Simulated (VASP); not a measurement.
Crystal: AsPt2.

```xyz
3
Lattice="3.7171 0.0000 0.0000 -1.8586 3.2191 0.0000 0.0000 0.0000 4.0135" Properties=species:S:1:pos:R:3 pbc="T T T"
As    0.0000    0.0000    0.0000
Pt    0.0000    2.1461    2.0068
Pt    1.8586    1.0730    2.0068
```

| Quantity | Value |
| --- | --- |
| Program | VASP 6.6.1 |
| Task | relaxation of cell and atoms |
| Functional | PBE |
| Potentials or basis | VASP PAW PBE potentials, release 64 (As, Pt) |
| Cutoff | 600 eV |
| k mesh | 6 × 6 × 4 |
| Occupations | gaussian, width 0.1 eV |
| Spin | no spin polarisation |

At the start: pressure 83.5 GPa; volume 16.01 Å³/atom.

**Question.** How do energy, volume and symmetry change on relaxing?

**Answer.** Over 18 steps the energy falls by 1803.5 meV/atom and the volume is 17.00 Å³/atom (+6.2 %); space group P6/mmm (No. 191, to 0.05 Å).

Step by step:
```csv
step,energy change (eV),largest force (eV/Å),pressure (GPa),volume (Å³)
1,0.0000,0.0000,83.54,48.03
2,2.8573,0.0000,-13.70,123.69
3,0.4847,0.0000,-18.17,102.41
4,-1.8164,0.0000,-20.88,86.16
5,-4.3360,0.0000,-10.04,65.70
6,-4.3485,0.0000,0.66,61.01
7,-4.3985,0.0000,-5.33,63.32
8,-4.3987,0.0000,-4.58,63.00
9,-4.7949,0.0000,-2.68,58.76
10,-4.9766,0.0000,0.56,55.51
11,-5.1069,0.0000,13.91,48.80
12,-5.2898,0.0000,9.61,48.99
13,-5.3706,0.0000,6.87,49.10
14,-5.4002,0.0000,3.40,50.06
15,-5.4065,0.0000,0.88,50.84
16,-5.4066,0.0000,1.07,50.78
17,-5.4090,0.0000,0.64,50.87
18,-5.4105,0.0000,0.13,50.99
```

Final structure:
```xyz
3
Lattice="4.5548 0.0000 0.0000 -2.2774 3.9445 0.0000 0.0000 0.0000 2.8380" Properties=species:S:1:pos:R:3 pbc="T T T"
As    0.0000    0.0000    0.0000
Pt    0.0000    2.6297    1.4190
Pt    2.2774    1.3148    1.4190
```

Caveat: the k points lie up to 0.55 Å⁻¹ apart in the final cell.
